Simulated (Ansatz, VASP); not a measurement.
**Ru: VASP beside Ansatz**

Contents of INCAR:

```
ALGO = Fast
EDIFF = 1E-7
ENCUT = 520
GGA = PE
ISIF = 2
ISMEAR = 0
LASPH = T
LCHARG = F
LREAL = F
LWAVE = F
NBANDS = 13
NELM = 60
PREC = Accurate
SIGMA = 0.15
```

File KPOINTS:

```
k-points
0
Gamma
  22 22 22
```

The input POSCAR:

```
Ru
1.0
    0.0000000000      1.9150000000      2.1065000000
    1.9150000000      0.0000000000      2.1065000000
    1.9150000000      1.9150000000      0.0000000000
Ru
1
Direct
    0.0000000000      0.0000000000      0.0000000000
```

Input for Ansatz:

```yaml
crystal:
  lattice:
    - [0.0, 1.915, 2.1065]
    - [1.915, 0.0, 2.1065]
    - [1.915, 1.915, 0.0]
  atoms:
    - { symbol: Ru, position: [0.0, 0.0, 0.0] }
basis:
  ecutwfc: 420
kpoints:
  mp_grid: { grid: [22, 22, 22] }
hamiltonian:
  xc: pbe
scf:
  occupations: { method: gaussian, width: 0.15 }
output:
  forces: true
  stress: true
  eigenvalues: true
```

Change from the starting cell: strain +0.1000 x Voigt [0, 0, 1, 0, 0, 0], atoms carried along.

Alike in both runs: task single point; functional PBE; k mesh 22 × 22 × 22; occupations gaussian, width 0.15 eV; no spin polarisation.

```csv
,VASP,Ansatz
version,VASP 6.6.1,Ansatz 0.2.0
potentials or method,"VASP PAW PBE potentials, release 64 (Ru_pv), cutoff 520 eV","scalar-relativistic, plane waves, PAW"
valence electrons in the cell,14,16
```

|  | VASP | Ansatz | Ansatz less VASP |
| --- | --- | --- | --- |
| gap on the k mesh at the Fermi level (eV) | none | none | - |
| pressure (GPa) | -24.8 | -24.7 | +0.10 |
| traceless stress, the component that is largest in VASP (GPa) | -12.66 | -12.70 | -0.033 |

A gap of «none» marks a metal or a gap that the smearing closes. VASP's potentials hold 14 valence electrons a cell and Ansatz's 16, so a difference there can come from the potentials and not from the codes.
